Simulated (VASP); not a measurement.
# TaN (Immm) in VASP: a series of runs

The runs below take TaN through single point, with PBE.

Program: VASP 6.6.1. These are calculated values, not measurements. Logs are shortened: lines on timing, memory, paths and dates and some standing lists are left out, and cuts for length are marked.

**1. The cell of the first run**

Symmetry: Immm, No. 71, orthorhombic system. Conventional cell: a = 2.654 Å, b = 3.591 Å, c = 4.416 Å, α = 90.00°, β = 90.00°, γ = 90.00°. Ta (site symmetry mmm) has 6 N at 2.21 to 2.23 Å and 2 Ta at 2.65 Å within 2.9 Å. Within 2.9 Å of N (site symmetry mmm) lie 6 Ta at 2.21 to 2.23 Å and 2 N at 2.65 Å.

**2. Single point, PBE (engineering shear strain xz -0.3000, normal strain along z +0.0000)**

File INCAR:

```
SYSTEM = TaN
ALGO = Normal ; EDIFF = 1E-6
ENCUT = 520 ; GGA = PE
ISIF = 2 ; ISMEAR = 0
LASPH = .TRUE. ; LCHARG = .FALSE.
LREAL = .FALSE. ; LWAVE = .FALSE.
NBANDS = 15 ; NELM = 60
PREC = Accurate ; SIGMA = 0.15
```

File KPOINTS:

```
k-points
0
G
  18 18 18
  0 0 0
```

File POSCAR:

```
TaN
1.0
   -0.3312168385      2.2081122570      2.2081122570
    1.8768954184      0.0000000000      1.8768954184
    2.2081122570      2.2081122570     -0.3312168385
Ta N
1 1
Direct
    0.5000000000      0.5000000000      0.5000000000
    0.0000000000      0.0000000000      0.0000000000
```

Potentials or basis: VASP PAW PBE potentials, release 64 (Ta_pv, N).

Command:

```
$ cat potpaw_PBE.64/Ta_pv/POTCAR potpaw_PBE.64/N/POTCAR > POTCAR
$ mpirun -np 1 vasp_std > vasp.out
```

OUTCAR:

```text
SYSTEM = TaN
   EDIFF = 1E-6
   ENCUT = 520
   GGA = PE
   ISIF = 2
   ISMEAR = 0
   LASPH = .TRUE.
   LREAL = .FALSE.
   NELM = 60
   PREC = Accurate

 ion  position               nearest neighbor table
   1  0.500  0.500  0.500-   2 2.21   2 2.21   2 2.23   2 2.23   2 2.23   2 2.23
   2  0.000  0.000  0.000-   1 2.21   1 2.21   1 2.23   1 2.23   1 2.23   1 2.23

  LATTYP: Found a body centered orthorhombic cell.
 ALAT       =     2.6543309559
 B/A-ratio  =     1.3529411765
 C/A-ratio  =     1.6637806617

  Lattice vectors:

 A1 = (   2.2081122569,  -2.2081122570,  -0.3312168386)
 A2 = (  -2.2081122570,  -2.2081122570,   0.3312168385)
 A3 = (   0.3312168386,   2.2081122570,  -2.2081122569)

Analysis of symmetry for initial positions (statically):
=====================================================================
 Subroutine PRICEL returns:
 Original cell was already a primitive cell.

 Routine SETGRP: Setting up the symmetry group for a
 body centered orthorhombic supercell.

 Subroutine GETGRP returns: Found  8 space group operations
 (whereof  8 operations were pure point group operations)
 out of a pool of  8 trial point group operations.

The static configuration has the point symmetry D_2h.

Analysis of symmetry for dynamics (positions and initial velocities):
=====================================================================
 Subroutine PRICEL returns:
 Original cell was already a primitive cell.

 Routine SETGRP: Setting up the symmetry group for a
 body centered orthorhombic supercell.

 Subroutine GETGRP returns: Found  8 space group operations
 (whereof  8 operations were pure point group operations)
 out of a pool of  8 trial point group operations.

The dynamic configuration has the point symmetry D_2h.

 Subroutine INISYM returns: Found  8 space group operations
 (whereof  8 operations are pure point group operations),
 and found     1 'primitive' translations

----------------------------------------------------------------------------------------

                                     Primitive cell

  volume of cell :      21.0480

  direct lattice vectors                    reciprocal lattice vectors
    -0.331216838  2.208112257  2.208112257    -0.196902403  0.226437763  0.196902403
     1.876895418  0.000000000  1.876895418     0.266397368 -0.226437763  0.266397368
     2.208112257  2.208112257 -0.331216838     0.196902403  0.226437763 -0.196902403

  length of vectors
     3.140258600  2.654330956  3.140258600     0.358908307  0.439555658  0.358908307

  position of ions in fractional coordinates (direct lattice)
     0.500000000  0.500000000  0.500000000
     0.000000000  0.000000000  0.000000000

  ion indices of the primitive-cell ions
   primitive index   ion index
                 1           1
                 2           2

----------------------------------------------------------------------------------------

 KPOINTS: k-points

Automatic generation of k-mesh.
 Grid dimensions read from file:
 generate k-points for:   18   18   18

 Generating k-lattice:

  Cartesian coordinates                     Fractional coordinates (reciprocal lattice)
    -0.010939022  0.012579876  0.010939022     0.055555556  0.000000000  0.000000000
     0.014799854 -0.012579876  0.014799854     0.000000000  0.055555556 -0.000000000
     0.010939022  0.012579876 -0.010939022     0.000000000  0.000000000  0.055555556

  Length of vectors
     0.019939350  0.024419759  0.019939350

  Shift w.r.t. Gamma in fractional coordinates (k-lattice)
     0.000000000  0.000000000  0.000000000

 Subroutine IBZKPT returns following result:
 ===========================================

 Found    865 irreducible k-points:

 Following reciprocal coordinates:
            Coordinates               Weight
  0.000000  0.000000  0.000000      1.000000
  0.055556  0.000000  0.000000      4.000000
  0.111111  0.000000  0.000000      4.000000
  0.166667  0.000000  0.000000      4.000000
  0.222222  0.000000  0.000000      4.000000
  0.277778  0.000000  0.000000      4.000000
[... 16 lines left out ...]
 -0.333333  0.055556 -0.000000      8.000000
 -0.277778  0.055556 -0.000000      8.000000
 [... further k-points ...]
   k-points           NKPTS =    865   k-points in BZ     NKDIM =    865   number of bands    NBANDS=     15
   number of dos      NEDOS =    301   number of ions     NIONS =      2
   total plane-waves  NPLWV =  11520
   dimension x,y,z NGX =    24 NGY =   20 NGZ =   24
   dimension x,y,z NGXF=    48 NGYF=   40 NGZF=   48
   ions per type =               1   1
   NGX,Y,Z   is equivalent  to a cutoff of  12.71, 12.53, 12.71 a.u.
   NGXF,Y,Z  is equivalent  to a cutoff of  25.41, 25.05, 25.41 a.u.
 SYSTEM =  TaN
   PREC   = accura    normal or accurate (medium, high low for compatibility)
   ISTART =      0    job   : 0-new  1-cont  2-samecut
   ICHARG =      2    charge: 1-file 2-atom 10-const
   ISPIN  =      1    spin polarized calculation?
   LNONCOLLINEAR =      F non collinear calculations
   LSORBIT =      F    spin-orbit coupling
   LASPH  =      T    aspherical Exc in radial PAW
   ENCUT  =  520.0 eV  38.22 Ry    6.18 a.u.   5.84  4.94  5.84*2*pi/ulx,y,z
   NELM   =     60;   NELMIN=  2; NELMDL= -5     # of ELM steps
   EDIFF  = 0.1E-05   stopping-criterion for ELM
   LREAL  =      F    real-space projection
[... 7 lines left out ...]
   TEBEG  =    0.0;   TEEND  =   0.0 temperature during run
   PSTRESS=    0.0 pullay stress
   NELECT =      16.0000    total number of electrons
   NUPDOWN=      -1.0000    fix difference up-down
   EMIN   =  10.00;   EMAX   =-10.00  energy-range for DOS
   EFERMI =   0.00;   METHOD = LEGACY
   ISMEAR =     0;   SIGMA  =   0.15  broadening in eV -4-tet -1-fermi 0-gaus
   EFERMI_NEDOS =   21; number of points for ismear=-14 and -15
   IALGO  =     38    algorithm
   IMIX   =      4    mixing-type and parameters
     AMIX     =   0.40;   BMIX     =  1.00
     AMIX_MAG =   1.60;   BMIX_MAG =  1.00
  volume/ion in A,a.u.               =      10.52        71.02
  Fermi-wavevector in a.u.,A,eV,Ry     =   1.494095  2.823429 30.372539  2.232319
  Thomas-Fermi vector in A             =   2.606411
   LORBIT       =      0    0 simple, 1 ext, 2 COOP (PROOUT), +10 PAW based schemes
   GGA     = PE    functional components
   LHFCALC =     F    Hartree Fock is set to
   AEXX    =    0.0000 exact exchange contribution
   IVDW    =     0    specifies the selected vdW correction
   LEPSILON=     F    determine dielectric tensor
   LRPA    =     F    only Hartree local field effects (RPA)
 non-spin polarized calculation
 Gauss-broadening in eV      SIGMA  =   0.15
  energy-cutoff  :      520.00
  volume of cell :       21.05
 maximum number of plane-waves:       590
   NGX = 11   NGY =  9   NGZ = 11

 number of electron      16.0000003 magnetization

 Free energy of the ion-electron system (eV)
  ---------------------------------------------------
  ext. energy  EPLUGINS =         0.00000000
  ---------------------------------------------------
  free energy    TOTEN  =       -21.45926010 eV

  energy without entropy =      -21.45160045  energy(sigma->0) =      -21.45543028

 E-fermi :   8.9877     XC(G=0): -13.4905

 val. band max:        8.9828519569   @ k =   0.5000  -0.2222   0.2222
 cond. band min:       8.9899047884   @ k =   0.1111   0.5000   0.0556
 fundamental gap:      0.0070528315
 Fermi energy:         8.9876865170

 k-point     1 :       0.0000    0.0000    0.0000
  band No.  band energies     occupation
      1     -26.4063      2.00000
      2     -26.3741      2.00000
      3     -25.6215      2.00000
      4      -9.1583      2.00000
      5       5.4414      2.00000
      6       5.4930      2.00000
      7       5.6816      2.00000
      8       5.7531      2.00000
      9       7.4974      2.00000
     10       9.7935      0.00000
     11      10.3564      0.00000
     12      10.9475      0.00000
     13      12.6982      0.00000
     14      20.0186      0.00000
     15      21.9158      0.00000

 k-point     2 :       0.0556    0.0000    0.0000
  band No.  band energies     occupation
      1     -26.4212      2.00000
      2     -26.3809      2.00000
      3     -25.6235      2.00000
      4      -9.0928      2.00000
      5       4.7097      2.00000
      6       5.1486      2.00000
      7       5.9747      2.00000
      8       6.3158      2.00000
      9       7.3471      2.00000
     10      10.0779      0.00000
     11      10.4351      0.00000
     12      11.1393      0.00000
     13      12.8094      0.00000
     14      20.1242      0.00000
     15      21.9157      0.00000

 k-point     3 :       0.1111    0.0000    0.0000
  band No.  band energies     occupation
      1     -26.4809      2.00000
      2     -26.3830      2.00000
      3     -25.6290      2.00000
      4      -8.9015      2.00000
      5       3.8153      2.00000
      6       4.5757      2.00000
      7       6.2726      2.00000
      8       6.9516      2.00000
      9       6.9854      2.00000
     10      10.6378      0.00000
     11      10.8046      0.00000
     12      11.6516      0.00000
     13      13.1355      0.00000
     14      20.4072      0.00000
     15      21.9157      0.00000

 k-point     4 :       0.1667    0.0000    0.0000
  band No.  band energies     occupation
      1     -26.5776      2.00000
      2     -26.3795      2.00000
      3     -25.6375      2.00000
      4      -8.5991      2.00000
      5       2.8933      2.00000
      6       3.9712      2.00000
      7       6.5507      2.00000
      8       6.5811      2.00000
      9       7.5370      2.00000
     10      10.9380      0.00000
     11      11.7678      0.00000
     12      12.3508      0.00000
     13      13.6428      0.00000
     14      20.7433      0.00000
     15      21.9164      0.00000
[... 307 lines left out ...]
 k-point    22 :      -0.3889    0.0556   -0.0000
  band No.  band energies     occupation
      1     -27.0381      2.00000
      2     -26.3557      2.00000
      3     -25.7340      2.00000
      4      -6.7494      2.00000
      5      -0.3771      2.00000
      6       2.1993      2.00000
      7       5.0379      2.00000
      8       7.3345      2.00000
      9      11.0706      0.00000
     10      12.5737      0.00000
     11      14.8477      0.00000
     12      15.5102      0.00000
     13      16.3828      0.00000
     14      19.9756      0.00000
     15      21.9108      0.00000

 k-point    23 :      -0.3333    0.0556   -0.0000
  band No.  band energies     occupation
      1     -26.9630      2.00000
      2     -26.3585      2.00000
      3     -25.7271      2.00000
      4      -7.1179      2.00000
      5       0.1512      2.00000
      6       2.4371      2.00000
      7       5.2161      2.00000
      8       7.2601      2.00000
      9      10.1581      0.00000
     10      12.3431      0.00000
     11      14.2398      0.00000
     12      15.4069      0.00000
     13      15.8483      0.00000
     14      20.2885      0.00000
     15      21.9240      0.00000

 k-point    24 :      -0.2778    0.0556   -0.0000
  band No.  band energies     occupation
      1     -26.8610      2.00000
      2     -26.3633      2.00000
      3     -25.7177      2.00000
      4      -7.5536      2.00000
      5       0.8418      2.00000
      6       2.7812      2.00000
      7       5.4622      2.00000
      8       7.1434      2.00000
      9       9.2951      0.00375
     10      11.9350      0.00000
     11      13.4698      0.00000
     12      14.8071      0.00000
     13      15.3344      0.00000
     14      20.7745      0.00000
     15      21.9245      0.00000

 [... further k-points ...]

------------------------ aborting loop because EDIFF is reached ----------------------------------------

  FORCE on cell =-STRESS in cart. coord.  units (eV):
  Direction    XX          YY          ZZ          XY          YZ          ZX
  --------------------------------------------------------------------------------------
  -------------------------------------------------------------------------------------
  Total        2.5863259     -0.9092219      2.5863259     -0.0000000     -0.0000000      3.8345537
  in kB      196.8718534    -69.2102273    196.8718534     -0.0000000     -0.0000000    291.8872980
  external PRESSURE =     108.1778265 kB  Pullay stress =       0.0000000 kB

 VOLUME and BASIS-vectors are now :
 -----------------------------------------------------------------------------
  energy-cutoff  :      520.00
  volume of cell :       21.05
      direct lattice vectors                 reciprocal lattice vectors
    -0.331216838  2.208112257  2.208112257    -0.196902403  0.226437763  0.196902403
     1.876895418  0.000000000  1.876895418     0.266397368 -0.226437763  0.266397368
     2.208112257  2.208112257 -0.331216838     0.196902403  0.226437763 -0.196902403

 POSITION                                       TOTAL-FORCE (eV/Angst)
 -----------------------------------------------------------------------------------
      1.87690      2.20811      1.87690        -0.000000      0.000000     -0.000000
      0.00000      0.00000      0.00000         0.000000      0.000000      0.000000
 -----------------------------------------------------------------------------------
    total drift:                               -0.000000     -0.000000      0.000000

  FREE ENERGIE OF THE ION-ELECTRON SYSTEM (eV)
  ---------------------------------------------------
  free  energy   TOTEN  =       -21.4592600988 eV

  energy  without entropy=      -21.4516004545  energy(sigma->0) =      -21.45543028
```

It took 88 s on 1 thread of Intel Xeon 6975P-C (Granite Rapids), shared host; peak memory 0.37 GiB.

What came out:

```
Free energy            : -21.4593 eV
Pressure               : 10.8 GPa
Band gap on the k mesh : zero (bands 8 and 9 overlap by 3.88 eV)
```

Caveat: the cell differs from its parent crystal (engineering shear strain xz -0.3000, normal strain along z +0.0000); the stress differs along the axes, from -7 to 20 GPa; spin-orbit coupling is left out, which moves the levels of the heavy elements.

[end of part 1 of 2]
